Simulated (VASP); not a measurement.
Input of a VASP 6.6.1 run:

INCAR

```
PREC = Accurate
ENCUT = 520
EDIFF = 1E-6
ISMEAR = 0
SIGMA = 0.1
LREAL = F
LASPH = T
NELM = 100
ALGO = Normal
ISIF = 2
LWAVE = F
LCHARG = T
GGA = PE
LELF = T
LVHAR = T
NBANDS = 38
```

KPOINTS

```
Automatic mesh
0
Gamma
  6 6 6
```

File POSCAR:

```
Na
1.0
    6.6966880000      0.0000000000      0.0000000000
    0.0000000000      6.6966880000      0.0000000000
    0.0000000000      0.0000000000      6.6966880000
Na
8
Direct
    0.0000000000      0.0000000000      0.0000000000
    0.5000000000      0.2500000000      0.0000000000
    0.5000000000      0.7500000000      0.0000000000
    0.0000000000      0.5000000000      0.2500000000
    0.2500000000      0.0000000000      0.5000000000
    0.7500000000      0.0000000000      0.5000000000
    0.5000000000      0.5000000000      0.5000000000
    0.0000000000      0.5000000000      0.7500000000
```

Potentials or basis: VASP PAW PBE potentials, release 64 (Na_pv).

The run is started by

```sh
$ cat potpaw_PBE.64/Na_pv/POTCAR > POTCAR
$ mpirun -np 1 vasp_std > vasp.out
```

Problem. Estimate the band gap on the k mesh.

Solution. Zero (band 28 reaches 1.07 eV, above the bottom of band 29 at -0.42 eV).

Problem. What does it give for the pressure?

Solution. 0.0 GPa.
